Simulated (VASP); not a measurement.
Here is a VASP 6.6.1 calculation.

Contents of INCAR:

```
SYSTEM = Ru
  PREC = Accurate
  ENCUT = 520
  EDIFF = 1E-6
  ISMEAR = -1
  SIGMA = 0.1
  LREAL = .FALSE.
  LASPH = .TRUE.
  NELM = 150
  ALGO = Normal
  ISIF = 2
  LWAVE = .FALSE.
  LCHARG = .FALSE.
  MAGMOM = 1.414 1.414 0 1.414 1.414 0
  LORBIT = 11
  LSORBIT = .TRUE.
  GGA_COMPAT = .FALSE.
  LORBMOM = .TRUE.
  LMAXMIX = 4
  GGA = PE
  NBANDS = 40
```

KPOINTS

```
Automatic mesh
0
G
  11 11 11
  0 0 0
```

The input POSCAR:

```
Ru
1.0
    0.0000000000      2.6261470000      2.6261470000
    2.6261470000      0.0000000000      2.6261470000
    2.6261470000      2.6261470000      0.0000000000
Ru
2
Direct
    0.0000000000      0.0000000000      0.0000000000
    0.2500000000      0.2500000000      0.2500000000
```

Potentials or basis: VASP PAW PBE potentials, release 64 (Ru_pv).

Command:

```sh
$ cat potpaw_PBE.64/Ru_pv/POTCAR > POTCAR
$ mpirun -np 1 vasp_ncl > vasp.out
```

Question: Estimate the net moment.

Answer: 0.00 μB per cell.

Question: What does it give for the pressure?

Answer: 24.9 GPa.

Moments on the atoms (μB; x, y, z):
```
Ru  0.00 0.00 0.00
Ru  0.00 0.00 0.00
```

Caveat: the cell stands under pressure.
